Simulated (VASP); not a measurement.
# Sb (I4/mmm) in VASP: notebook

Sb is run at these levels: PBE; tasks: electric field gradients.

Program: VASP 6.6.1. These are calculated values, not measurements. Logs are shortened: lines on timing, memory, paths and dates and some standing lists are left out, and cuts for length are marked.

## Step 1: The cell of the first run

Symmetry: I4/mmm, No. 139, tetragonal system. Conventional cell: a = 2.959 Å, b = 2.959 Å, c = 4.876 Å, α = 90.00°, β = 90.00°, γ = 90.00°. Within 3.9 Å of Sb (site symmetry 4/mmm) lie 12 Sb at 2.96 to 3.21 Å.

## Step 2: Electric field gradients, PBE (21.35 Å³/atom)

File INCAR:

```
SYSTEM = Sb
PREC     = Accurate       ! precision mode
ENCUT    = 520            ! plane-wave cutoff, eV
EDIFF    = 1E-8           ! SCF threshold, eV
ISMEAR   = -1             ! smearing method
SIGMA    = 0.05           ! smearing width, eV
LREAL    = .False.        ! projectors in reciprocal space
LASPH    = .True.         ! aspherical terms in the spheres
NELM     = 60             ! most SCF steps
ALGO     = Normal         ! electronic algorithm
ISIF     = 2              ! what is computed and relaxed
LWAVE    = .False.        ! write WAVECAR
LCHARG   = .False.        ! write CHGCAR
GGA      = PE             ! functional
LEFG     = .True.       
NBANDS   = 8              ! bands
```

File KPOINTS:

```
Automatic mesh
0
Gamma
  19 19 19
  0 0 0
```

File POSCAR:

```
Sb
1.0
   -1.4794865966      1.4794865966      2.4379579798
    1.4794865966     -1.4794865966      2.4379579798
    1.4794865966      1.4794865966     -2.4379579798
Sb
1
Direct
    0.0000000000      0.0000000000      0.0000000000
```

Potentials or basis: VASP PAW PBE potentials, release 64 (Sb).

The run is started by

```console
cat potpaw_PBE.64/Sb/POTCAR > POTCAR
mpirun -np 1 vasp_std > vasp.out
```

OUTCAR:

```text
SYSTEM = Sb
   PREC = Accurate
   ENCUT = 520
   EDIFF = 1E-8
   ISMEAR = -1
   LREAL = .False.
   LASPH = .True.
   NELM = 60
   ISIF = 2
   GGA = PE

 ion  position               nearest neighbor table
   1  0.000  0.000  0.000-

  LATTYP: Found a body centered tetragonal cell.
 ALAT       =     2.9589731932
 C/A-ratio  =     1.6478405316

  Lattice vectors:

 A1 = (  -1.4794865966,   1.4794865966,   2.4379579798)
 A2 = (   1.4794865966,  -1.4794865966,   2.4379579798)
 A3 = (   1.4794865966,   1.4794865966,  -2.4379579798)

Analysis of symmetry for initial positions (statically):
=====================================================================
 Subroutine PRICEL returns:
 Original cell was already a primitive cell.

 Routine SETGRP: Setting up the symmetry group for a
 body centered tetragonal supercell.

 Subroutine GETGRP returns: Found 16 space group operations
 (whereof 16 operations were pure point group operations)
 out of a pool of 16 trial point group operations.

The static configuration has the point symmetry D_4h.

Analysis of symmetry for dynamics (positions and initial velocities):
=====================================================================
 Subroutine PRICEL returns:
 Original cell was already a primitive cell.

 Routine SETGRP: Setting up the symmetry group for a
 body centered tetragonal supercell.

 Subroutine GETGRP returns: Found 16 space group operations
 (whereof 16 operations were pure point group operations)
 out of a pool of 16 trial point group operations.

The dynamic configuration has the point symmetry D_4h.

 Subroutine INISYM returns: Found 16 space group operations
 (whereof 16 operations are pure point group operations),
 and found     1 'primitive' translations

----------------------------------------------------------------------------------------

                                     Primitive cell

  volume of cell :      21.3456

  direct lattice vectors                    reciprocal lattice vectors
    -1.479486597  1.479486597  2.437957980     0.000000000  0.337955072  0.205089671
     1.479486597 -1.479486597  2.437957980     0.337955072  0.000000000  0.205089671
     1.479486597  1.479486597 -2.437957980     0.337955072  0.337955072  0.000000000

  length of vectors
     3.212693619  3.212693619  3.212693619     0.395316840  0.395316840  0.477940647

  position of ions in fractional coordinates (direct lattice)
     0.000000000  0.000000000  0.000000000

  ion indices of the primitive-cell ions
   primitive index   ion index
                 1           1

----------------------------------------------------------------------------------------

 KPOINTS: Automatic mesh

Automatic generation of k-mesh.
 Grid dimensions read from file:
 generate k-points for:   19   19   19

 Generating k-lattice:

  Cartesian coordinates                     Fractional coordinates (reciprocal lattice)
     0.000000000  0.017787109  0.010794193     0.052631579  0.000000000 -0.000000000
     0.017787109  0.000000000  0.010794193     0.000000000  0.052631579 -0.000000000
     0.017787109  0.017787109  0.000000000     0.000000000  0.000000000  0.052631579

  Length of vectors
     0.020806149  0.020806149  0.025154771

  Shift w.r.t. Gamma in fractional coordinates (k-lattice)
     0.000000000  0.000000000  0.000000000

 Subroutine IBZKPT returns following result:
 ===========================================

 Found    550 irreducible k-points:

 Following reciprocal coordinates:
            Coordinates               Weight
  0.000000  0.000000  0.000000      1.000000
  0.052632 -0.000000  0.000000      8.000000
  0.105263 -0.000000  0.000000      8.000000
  0.157895  0.000000  0.000000      8.000000
  0.210526  0.000000 -0.000000      8.000000
  0.263158  0.000000 -0.000000      8.000000
[... 16 lines left out ...]
 -0.315789  0.052632 -0.000000     16.000000
 -0.263158  0.052632  0.000000     16.000000
 [... further k-points ...]
   k-points           NKPTS =    550   k-points in BZ     NKDIM =    550   number of bands    NBANDS=      8
   number of dos      NEDOS =    301   number of ions     NIONS =      1
   total plane-waves  NPLWV =  13824
   dimension x,y,z NGX =    24 NGY =   24 NGZ =   24
   dimension x,y,z NGXF=    48 NGYF=   48 NGZF=   48
   ions per type =               1
   NGX,Y,Z   is equivalent  to a cutoff of  12.42, 12.42, 12.42 a.u.
   NGXF,Y,Z  is equivalent  to a cutoff of  24.84, 24.84, 24.84 a.u.
 SYSTEM =  Sb
   PREC   = accura    normal or accurate (medium, high low for compatibility)
   ISTART =      0    job   : 0-new  1-cont  2-samecut
   ICHARG =      2    charge: 1-file 2-atom 10-const
   ISPIN  =      1    spin polarized calculation?
   LNONCOLLINEAR =      F non collinear calculations
   LSORBIT =      F    spin-orbit coupling
   LASPH  =      T    aspherical Exc in radial PAW
   ENCUT  =  520.0 eV  38.22 Ry    6.18 a.u.   5.97  5.97  5.97*2*pi/ulx,y,z
   NELM   =     60;   NELMIN=  2; NELMDL= -5     # of ELM steps
   EDIFF  = 0.1E-07   stopping-criterion for ELM
   LREAL  =      F    real-space projection
   EDIFFG = 0.1E-06   stopping-criterion for IOM
   NSW    =      0    number of steps for IOM
   IBRION =     -1    ionic relax: 0-MD 1-quasi-New 2-CG
   NFREE  =      0    steps in history (QN), initial steepest desc. (CG)
   ISIF   =      2    stress and relaxation
   ISYM   =      2    0-nonsym 1-usesym 2-fastsym
   POTIM  = 0.5000    time-step for ionic-motion
   TEBEG  =    0.0;   TEEND  =   0.0 temperature during run
   PSTRESS=    0.0 pullay stress
   NELECT =       5.0000    total number of electrons
   NUPDOWN=      -1.0000    fix difference up-down
   EMIN   =  10.00;   EMAX   =-10.00  energy-range for DOS
   EFERMI =   0.00;   METHOD = LEGACY
   ISMEAR =    -1;   SIGMA  =   0.05  broadening in eV -4-tet -1-fermi 0-gaus
   EFERMI_NEDOS =   21; number of points for ismear=-14 and -15
   IALGO  =     38    algorithm
   IMIX   =      4    mixing-type and parameters
     AMIX     =   0.40;   BMIX     =  1.00
     AMIX_MAG =   1.60;   BMIX_MAG =  1.00
  volume/ion in A,a.u.               =      21.35       144.05
  Fermi-wavevector in a.u.,A,eV,Ry     =   1.009165  1.907045 13.856357  1.018413
  Thomas-Fermi vector in A             =   2.142076
   LORBIT       =      0    0 simple, 1 ext, 2 COOP (PROOUT), +10 PAW based schemes
   GGA     = PE    functional components
[... 5 lines left out ...]
 non-spin polarized calculation
  energy-cutoff  :      520.00
  volume of cell :       21.35
 maximum number of plane-waves:       605
   NGX = 11   NGY = 11   NGZ = 11

 number of electron       4.9999999 magnetization

 Free energy of the ion-electron system (eV)
  ---------------------------------------------------
  ext. energy  EPLUGINS =         0.00000000
  ---------------------------------------------------
  free energy    TOTEN  =        -3.42630591 eV

  energy without entropy =       -3.42218414  energy(sigma->0) =       -3.42424502

 E-fermi :  11.9560     XC(G=0): -11.2763

 val. band max:       11.9526349123   @ k =   0.3684   0.2105   0.1579
 cond. band min:      11.9892787649   @ k =  -0.4211   0.4737   0.4211
 fundamental gap:      0.0366438525
 Fermi energy:        11.9560187414

 k-point     1 :       0.0000    0.0000    0.0000
  band No.  band energies     occupation
      1      -3.1126      2.00000
      2      18.9133      0.00000
      3      19.1111      0.00000
      4      19.1111      0.00000
      5      22.2128      0.00000
      6      22.3015      0.00000
      7      23.2332      0.00000
      8      23.2332      0.00000

 k-point     2 :       0.0526   -0.0000    0.0000
  band No.  band energies     occupation
      1      -3.0443      2.00000
      2      18.2692      0.00000
      3      18.7398      0.00000
      4      19.0649      0.00000
      5      21.7079      0.00000
      6      22.5728      0.00000
      7      23.3692      0.00000
      8      23.4240      0.00000

 k-point     3 :       0.1053   -0.0000    0.0000
  band No.  band energies     occupation
      1      -2.8392      2.00000
      2      16.5724      0.00000
      3      18.1877      0.00000
      4      18.9478      0.00000
      5      21.2855      0.00000
      6      22.3808      0.00000
      7      23.7102      0.00000
      8      23.7506      0.00000
[... 210 lines left out ...]
 k-point    23 :      -0.3158    0.0526   -0.0000
  band No.  band energies     occupation
      1      -0.8117      2.00000
      2       9.4602      2.00000
      3      15.4872      0.00000
      4      18.2715      0.00000
      5      20.1003      0.00000
      6      22.1541      0.00000
      7      23.6233      0.00000
      8      25.3607      0.00000

 k-point    24 :      -0.2632    0.0526    0.0000
  band No.  band energies     occupation
      1      -1.5206      2.00000
      2      11.2950      2.00000
      3      16.0091      0.00000
      4      18.3732      0.00000
      5      20.4548      0.00000
      6      22.3937      0.00000
      7      24.0268      0.00000
      8      24.6784      0.00000

 [... further k-points ...]
[... 5 lines left out ...]
  --------------------------------------------------------------------------------------
  -------------------------------------------------------------------------------------
  Total        3.7635864      3.7635864      3.3044622      0.0000000     -0.0000000      0.0000000
  in kB      282.4907280    282.4907280    248.0293569      0.0000000     -0.0000000      0.0000000
  external PRESSURE =     271.0036043 kB  Pullay stress =       0.0000000 kB

 VOLUME and BASIS-vectors are now :
 -----------------------------------------------------------------------------
  energy-cutoff  :      520.00
  volume of cell :       21.35
      direct lattice vectors                 reciprocal lattice vectors
    -1.479486597  1.479486597  2.437957980     0.000000000  0.337955072  0.205089671
     1.479486597 -1.479486597  2.437957980     0.337955072  0.000000000  0.205089671
     1.479486597  1.479486597 -2.437957980     0.337955072  0.337955072  0.000000000

 POSITION                                       TOTAL-FORCE (eV/Angst)
 -----------------------------------------------------------------------------------
      0.00000      0.00000      0.00000        -0.000000      0.000000     -0.000000
 -----------------------------------------------------------------------------------
    total drift:                                0.000000      0.000000      0.000000

  FREE ENERGIE OF THE ION-ELECTRON SYSTEM (eV)
  ---------------------------------------------------
  free  energy   TOTEN  =        -3.4263059083 eV

  energy  without entropy=       -3.4221841389  energy(sigma->0) =       -3.42424502

 Electric field gradients (V/A^2)
---------------------------------------------------------------------
 ion       V_xx      V_yy      V_zz      V_xy      V_xz      V_yz
---------------------------------------------------------------------
   1     -18.741   -18.741    37.482    -0.000    -0.000    -0.000
---------------------------------------------------------------------

 Electric field gradients after diagonalization (V/A^2)
 (convention: |V_zz| > |V_xx| > |V_yy|)
----------------------------------------------------------------------
 ion       V_xx      V_yy      V_zz     asymmetry (V_yy - V_xx)/ V_zz
----------------------------------------------------------------------
   1     -18.741   -18.741    37.482       0.000
----------------------------------------------------------------------

           NMR quadrupolar parameters

 Cq : quadrupolar parameter    Cq=e*Q*V_zz/h
 eta: asymmetry parameters     (V_yy - V_xx)/ V_zz
 Q  : nuclear electric quadrupole moment in mb (millibarn)
----------------------------------------------------------------------
 ion       Cq(MHz)       eta       Q (mb)
----------------------------------------------------------------------
   1       0.091       0.000       1.000
----------------------------------------------------------------------
```

Wall time 41 s (1 thread of Intel Xeon Platinum 8259CL at 2.50GHz (Skylake/Cascade Lake), shared host); peak memory 0.21 GiB.

Results:

| Property | Result |
| --- | --- |
| Free energy | -3.4263 eV |
| Pressure | 27.1 GPa |
| Band gap on the k mesh | zero (an odd number of electrons rules out a gap without spin polarisation) |
| Largest electric field gradient by atom | Sb +37.5 V/Å² |

Stress tensor (GPa, compression positive):
```
28.25  0.00  0.00
 0.00 28.25  0.00
 0.00  0.00 24.80
```

Electric field gradients, principal values (V/Å²):
| atom | least | middle | greatest (by size) |
| --- | --- | --- | --- |
| 1 Sb | -18.741 | -18.741 | 37.482 |

Caveat: the cell stands under pressure; without QUAD_EFG the Cq values of the log hold for a quadrupole moment of 1 mb, not for the nuclei; spin-orbit coupling is left out, which moves the levels of the heavy elements.

(Continued in part 2 of 2.)

The gap in the log of VASP goes by the Fermi energy; the results here count the filled bands.